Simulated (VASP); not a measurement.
Runs of VASP 6.6.1 on Sc. The structure is that of space group I4/mmm (No. 139), or close to it. The cells are those of the table. 

| cell | gap on the mesh (eV) | pressure (GPa) |
| --- | --- | --- |
| a = 3.638 Å, angles 116.4, 116.4, 96.3°, 1 atom | none | -11.2 |
| a = 3.544 Å, angles 116.4, 116.4, 96.3°, 1 atom | none | -10.5 |
| a = 3.591 Å, angles 116.4, 116.4, 96.3°, 1 atom | none | -10.9 |
| a = 3.615 Å, angles 116.4, 116.4, 96.3°, 1 atom | none | -11.1 |
| a = 3.519 Å, angles 116.4, 116.4, 96.3°, 1 atom | none | -10.2 |
| a = 3.568 Å, angles 116.4, 116.4, 96.3°, 1 atom | none | (b) |
| a = 3.495 Å, angles 116.4, 116.4, 96.3°, 1 atom | none | (a) |

Alike in all rows: task single point; level PBEsol; potentials or basis VASP PAW PBE potentials, release 64 (Sc_sv); no spin polarisation; k mesh 11 × 11 × 11; cutoff (eV) 520; smearing methfessel-paxton 0.15 eV.

Q: Fill in the values left out.

A: (a) -9.8; (b) -10.7.

Caveats: the cell stands under tension; the PAW data sets were made with another functional, which shifts forces and pressure a little.

A gap of «none» marks levels without a gap at the run's occupations.
